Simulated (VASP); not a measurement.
Here is a VASP 6.6.1 calculation.

POSCAR

```
CdS
1.0
    2.9392742335      2.9392742335      0.0000000000
   -2.9392742335      2.9392742335      0.0000000000
    0.0000000000      2.9392742335      2.9392742335
Cd S
1 1
Direct
    0.0000000000      0.0000000000      0.0000000000
    0.7500000000      0.2500000000      0.5000000000
```

The input INCAR.step1:

```
SYSTEM = CdS
PREC = Accurate ; ENCUT = 600
ISMEAR = 0 ; SIGMA = 0.01
LREAL = .False. ; LASPH = .True.
NELM = 100 ; GGA = PE
ALGO = Normal ; EDIFF = 1E-4
LWAVE = .True. ; LCHARG = .False.
```

Contents of INCAR.step2:

```
SYSTEM = CdS
PREC = Accurate ; ENCUT = 600
EDIFF = 1E-6 ; ISMEAR = 0
SIGMA = 0.01 ; LREAL = .False.
LASPH = .True. ; NELM = 100
ALGO = Normal ; ISIF = 3
LWAVE = .False. ; LCHARG = .False.
METAGGA = R2SCAN ; LMIXTAU = .True.
IBRION = 2 ; NSW = 100
EDIFFG = -0.002 ; PSTRESS = -20.0
ISTART = 1
```

The input KPOINTS:

```
regular mesh
0
Gamma
  8 8 8
  0 0 0
```

Potentials or basis: VASP PAW PBE potentials, release 64 (Cd, S).

Command:

```bash
$ cat potpaw_PBE.64/Cd/POTCAR potpaw_PBE.64/S/POTCAR > POTCAR
$ cp INCAR.step1 INCAR
$ mpirun -np 1 vasp_std > vasp.out
$ cp INCAR.step2 INCAR
$ mpirun -np 1 vasp_std > vasp.out
```

Task: Predict the band gap on the k mesh.

Result: 1.44 eV, direct.

Task: Estimate the space group after relaxing (to 0.05 Å).

Result: F-43m (No. 216).

Task: Estimate the relaxed cell.

Result: a = 4.212 Å, b = 4.212 Å, c = 4.212 Å, α = 60.00°, β = 60.00°, γ = 90.00°.

Task: Predict the relaxed volume.

Result: 26.42 Å³/atom.

Final structure:
```xyz
2
Lattice="2.9784 2.9784 0.0000 -2.9784 2.9784 0.0000 0.0000 2.9784 2.9784" Properties=species:S:1:pos:R:3 pbc="T T T"
Cd    0.0000    0.0000    0.0000
S     1.4892    4.4676    1.4892
```

Caveat: the cell is relaxed towards a set pressure, so the enthalpy falls and the energy may rise; the PAW data sets were made with another functional, which shifts forces and pressure a little. Zero-point motion and thermal expansion aren't in these numbers.
